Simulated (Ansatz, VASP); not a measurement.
## One calculation of F, two programs

```
F
1.0
     3.05955   -1.79477    0.32288
     3.05955    1.79477    0.32288
    -0.84792    0.00000    6.75928
F
4
Direct
  0.91386 0.58555 0.09393
  0.41445 0.08614 0.40607
  0.08614 0.41445 0.90607
  0.58555 0.91386 0.59393
```

Change from the starting cell: volume 18.804 Å^3 an atom, stretch along a over the lengths across it, relative to the relaxed cell 1.0835.

Alike in both runs: task single point; functional PBE; dispersion D3(BJ); k mesh 8 × 8 × 4; occupations gaussian, width 0.05 eV; no spin polarisation.

|  | VASP | Ansatz |
| --- | --- | --- |
| version | VASP 6.6.1 | Ansatz 0.2.0 |
| potentials or method | VASP PAW PBE potentials, release 64 (F_h), cutoff 1350 eV | scalar-relativistic, plane waves, PAW |
| valence electrons in the cell | 28 | 28 |

|  | VASP | Ansatz | Ansatz less VASP |
| --- | --- | --- | --- |
| gap on the k mesh at the Fermi level (eV) | 3.03 | 3.03 | +0.006 |
| least direct gap on the mesh (eV) | 3.03 | 3.03 | +0.006 |
| pressure (GPa) | -0.8 | -0.3 | +0.49 |
| traceless stress, the component that is largest in VASP (GPa) | -0.16 | -0.21 | -0.053 |
| rms of the force components (eV/Å) | 0.055 | 0.053 | -0.0015 |

Atom by atom the forces differ by 0.002 eV/Å (rms over components).
